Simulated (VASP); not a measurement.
Wanted: the native input for a VASP 6.6.1 run.

```yaml
Task: single point
Functional: RPBE
Potentials_or_basis: VASP PAW PBE potentials, release 64 (Ti_sv)
Cutoff: 520 eV
k_mesh: 9 × 9 × 12
Occupations: fermi-dirac, width 0.1 eV
Spin: no spin polarisation
Dipole_correction: no
Further_INCAR_settings: ALGO = Normal; EDIFF = 1e-06; NBANDS = 25
```

The structure of Ti lies in POSCAR:

```
Ti
1.0
    4.7490227388      0.0000000000      0.0000000000
   -2.3745113694      4.1127743349      0.0000000000
    0.0000000000      0.0000000000      2.9309917765
Ti
3
Direct
    0.0000000000      0.0000000000      0.0000000000
    0.3333333333      0.6666666667      0.5000000000
    0.6666666667      0.3333333333      0.5000000000
```

This isn't the form of Ti at room conditions, which is hcp.

The input as run:

INCAR

```
  ALGO = Normal
  EDIFF = 1E-6
  ENCUT = 520
  GGA = RP
  ISIF = 2
  ISMEAR = -1
  LASPH = T
  LCHARG = F
  LREAL = F
  LWAVE = F
  NBANDS = 25
  NELM = 80
  PREC = Accurate
  SIGMA = 0.1
```

KPOINTS

```
k-points
0
Gamma
  9 9 12
```

Potentials or basis: VASP PAW PBE potentials, release 64 (Ti_sv).

Launch:

```console
$ cat potpaw_PBE.64/Ti_sv/POTCAR > POTCAR
$ mpirun -np 1 vasp_std > vasp.out
```

It gave:

```
Pressure               : -7.1 GPa
Band gap on the k mesh : zero (bands 18 and 19 overlap by 0.17 eV)
```

Caveat: the cell stands under tension; the PAW data sets were made with another functional, which shifts forces and pressure a little.

Run time: 2.9 min on 1 thread of Intel Xeon 8259CL, on a shared host, peak memory 0.23 GiB.
